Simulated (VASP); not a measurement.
Set up this calculation in VASP 6.6.1, as the native input.

| Item | Value |
| --- | --- |
| Task | single point |
| Functional | r2SCAN |
| Potentials or basis | VASP PAW PBE potentials, release 64 (B, As) |
| Cutoff | 520 eV |
| k mesh | 9 × 9 × 4 |
| Occupations | gaussian, width 0.01 eV |
| Spin | no spin polarisation |
| Dipole correction | no |
| Further INCAR settings | ALGO = Normal; EDIFF = 1e-06; NBANDS = 16 |

BAs:

```
B As
1.0
     3.36586    0.00000    0.00000
    -1.68293    2.91492    0.00000
     0.00000    0.00000    8.74459
B As
2 2
Direct
  0.33333 0.66667 0.25000
  0.66667 0.33333 0.75000
  0.66667 0.33333 0.25000
  0.33333 0.66667 0.75000
```

The input as run:

POSCAR

```
BAs
1.0
    3.3658576842      0.0000000000      0.0000000000
   -1.6829288421      2.9149182600      0.0000000000
    0.0000000000      0.0000000000      8.7445888832
B As
2 2
Direct
    0.3333333333      0.6666666667      0.2500000000
    0.6666666667      0.3333333333      0.7500000000
    0.6666666667      0.3333333333      0.2500000000
    0.3333333333      0.6666666667      0.7500000000
```

INCAR.step1

```
PREC = Accurate
ENCUT = 520
ISMEAR = 0
SIGMA = 0.01
LREAL = F
LASPH = T
NELM = 100
NBANDS = 16
GGA = PE
ALGO = Normal
EDIFF = 1E-4
LWAVE = T
LCHARG = F
```

INCAR.step2

```
PREC = Accurate
ENCUT = 520
EDIFF = 1E-6
ISMEAR = 0
SIGMA = 0.01
LREAL = F
LASPH = T
NELM = 100
ALGO = Normal
ISIF = 2
LWAVE = F
LCHARG = F
METAGGA = R2SCAN
LMIXTAU = T
NBANDS = 16
ISTART = 1
```

KPOINTS

```
Automatic mesh
0
Gamma
  9 9 4
```

Potentials or basis: VASP PAW PBE potentials, release 64 (B, As).

The run is started by

```console
$ cat potpaw_PBE.64/B/POTCAR potpaw_PBE.64/As/POTCAR > POTCAR
$ cp INCAR.step1 INCAR
$ mpirun -np 1 vasp_std > vasp.out
$ cp INCAR.step2 INCAR
$ mpirun -np 1 vasp_std > vasp.out
```

Results of the run:

| Property | Result |
| --- | --- |
| Pressure | 0.2 GPa |
| Band gap on the k mesh | 0.95 eV, direct |

Caveat: the PAW data sets were made with another functional, which shifts forces and pressure a little.

Wall time 2.3 min on 1 thread of AMD EPYC 9R45 96-Core Processor (Zen 5), on a shared host, peak memory 0.22 GiB.
